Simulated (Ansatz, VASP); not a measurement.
TaN: VASP beside Ansatz

```
CELL_PARAMETERS angstrom
0.00000 2.11949 2.11949
2.11949 0.00000 2.11949
2.11949 2.11949 0.00000
ATOMIC_POSITIONS crystal
Ta 0.49891 0.50109 0.50109
N 0.01403 0.98597 0.98597
```

Change from the starting cell: mode 4 frozen in at -0.061 Å, equal normal strain along x, y and z -0.0250.

Alike in both runs: task single point; functional LDA; k mesh 18 × 18 × 18; occupations gaussian, width 0.15 eV; no spin polarisation.

|  | VASP | Ansatz |
| --- | --- | --- |
| version | VASP 6.6.1 | Ansatz 0.2.0 |
| potentials or method | VASP PAW LDA potentials, release 64 (Ta_pv, N), cutoff 520 eV | scalar-relativistic, plane waves, PAW |
| valence electrons in the cell | 16 | 18 |

|  | VASP | Ansatz | Ansatz less VASP |
| --- | --- | --- | --- |
| gap on the k mesh at the Fermi level (eV) | none | none | - |
| pressure (GPa) | 37.7 | 34.7 | -3.05 |
| traceless stress, the component that is largest in VASP (GPa) | 2.10 | 2.06 | -0.047 |
| rms of the force components (eV/Å) | 0.505 | 0.499 | -0.0064 |

Ansatz warns that its potentials were made for another functional, while VASP's fit it. LDA's correlation is that of Perdew and Zunger in VASP and of Perdew and Wang (1992) in Ansatz. Atom by atom the forces differ by 0.006 eV/Å (rms over components). A gap of «none» marks a metal or a gap that the smearing closes. Both programs put the cell under a high pressure, so it lies far from rest at this level. VASP's potentials hold 16 valence electrons a cell and Ansatz's 18, so a difference there can come from the potentials and not from the codes.

Neither program's run includes spin-orbit coupling.
